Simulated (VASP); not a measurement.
Write the native input for VASP 6.6.1 that does the following.

- Task: single point
- Functional: PBE
- Potentials or basis: VASP PAW PBE potentials, release 64 (Ca_sv, Co)
- Cutoff: 520 eV
- k mesh: 9 × 9 × 9
- Occupations: fermi-dirac, width 0.05 eV
- Spin: collinear spin, ferromagnetic start
- Starting moments: [0.0, 2.0] μB
- Dipole correction: no
- Further INCAR settings: ALGO = Normal; EDIFF = 1e-07; NBANDS = 20

The structure of CaCo lies in POSCAR:

```
CaCo
1.0
    0.0000000000      2.5167778549      2.5167778549
    2.5167778549      0.0000000000      2.5167778549
    2.5167778549      2.5167778549      0.0000000000
Ca Co
1 1
Direct
    0.5000000000      0.5000000000      0.5000000000
    0.0000000000      0.0000000000      0.0000000000
```

This cell differs from its parent crystal: volume scaled by 0.94.

The input as run:

INCAR

```
PREC = Accurate ; ENCUT = 520
EDIFF = 1E-7 ; ISMEAR = -1
SIGMA = 0.05 ; LREAL = False
LASPH = True ; NELM = 150
ALGO = Normal ; ISIF = 2
LWAVE = False ; LCHARG = True
ISPIN = 2 ; MAGMOM = 0 2
LORBIT = 11 ; LMAXMIX = 4
GGA = PE ; LELF = True
LVHAR = True ; NBANDS = 20
```

KPOINTS

```
Automatic mesh
0
Gamma
  9 9 9
```

Potentials or basis: VASP PAW PBE potentials, release 64 (Ca_sv, Co).

Launch:

```sh
$ cat potpaw_PBE.64/Ca_sv/POTCAR potpaw_PBE.64/Co/POTCAR > POTCAR
$ mpirun -np 1 vasp_std > vasp.out
```

It gave:

| Quantity | Value |
| --- | --- |
| Pressure | 28.0 GPa |
| Band gap on the k mesh | zero (filled and empty bands overlap) |
| Net moment | 0.99 μB per cell |
| Site moments | Ca -0.04; Co +1.07 μB |
| Valence electrons inside the program's atomic spheres | Ca 8.53; Co 8.28 |

It took 69 s on 1 thread of Intel(R) Xeon(R) Platinum 8488C (Sapphire Rapids) (shared host), peak memory 0.19 GiB.
